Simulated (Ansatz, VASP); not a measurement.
# Nb in VASP and in Ansatz

Contents of POSCAR:

```
Nb
1.0
    0.0000000000      2.1150000000      2.2842000000
    2.1150000000      0.0000000000      2.2842000000
    2.1150000000      2.1150000000      0.0000000000
Nb
1
Direct
    0.0000000000      0.0000000000      0.0000000000
```

File INCAR.step1:

```
  ALGO = Normal
  EDIFF = 1E-4
  ENCUT = 520
  GGA = PE
  ISMEAR = 0
  LASPH = T
  LCHARG = F
  LREAL = F
  LWAVE = T
  NBANDS = 12
  NELM = 60
  PREC = Accurate
  SIGMA = 0.15
```

File INCAR.step2:

```
  ALGO = Normal
  EDIFF = 1E-6
  ENCUT = 520
  ISIF = 2
  ISMEAR = 0
  ISTART = 1
  LASPH = T
  LCHARG = T
  LELF = T
  LMIXTAU = T
  LREAL = F
  LVHAR = T
  LWAVE = F
  METAGGA = R2SCAN
  NBANDS = 12
  NELM = 60
  PREC = Accurate
  SIGMA = 0.15
```

KPOINTS

```
k-points
0
Gamma
  20 20 20
```

Input for Ansatz:

```yaml
crystal:
  lattice:
    - [0.0, 2.115, 2.2842]
    - [2.115, 0.0, 2.2842]
    - [2.115, 2.115, 0.0]
  atoms:
    - { symbol: Nb, position: [0.0, 0.0, 0.0] }
basis:
  ecutwfc: 500
kpoints:
  mp_grid: { grid: [20, 20, 20] }
hamiltonian:
  xc: r2scan
scf:
  occupations: { method: gaussian, width: 0.15 }
output:
  forces: true
  stress: true
  eigenvalues: true
```

Change from the starting cell: strain +0.000 along x and y, +0.080 along z, atoms carried along.

Alike in both runs: task single point; functional r2SCAN; k mesh 20 × 20 × 20; occupations gaussian, width 0.15 eV; no spin polarisation.

```csv
,VASP,Ansatz
version,VASP 6.6.1,Ansatz 0.2.0
potentials or method,"VASP PAW PBE potentials, release 64 (Nb_sv), cutoff 520 eV","scalar-relativistic, plane waves, PAW"
valence electrons in the cell,13,13
```

|  | VASP | Ansatz | Ansatz less VASP |
| --- | --- | --- | --- |
| gap on the k mesh at the Fermi level (eV) | none | none | - |
| pressure (GPa) | -13.8 | -13.6 | +0.20 |
| traceless stress, the component that is largest in VASP (GPa) | 7.44 | 7.47 | +0.032 |

VASP's potentials were made for PBE, not for r2SCAN. A gap of «none» marks a metal or a gap that the smearing closes. The functional is the same, so the differences come from potentials, cutoffs and numerics.
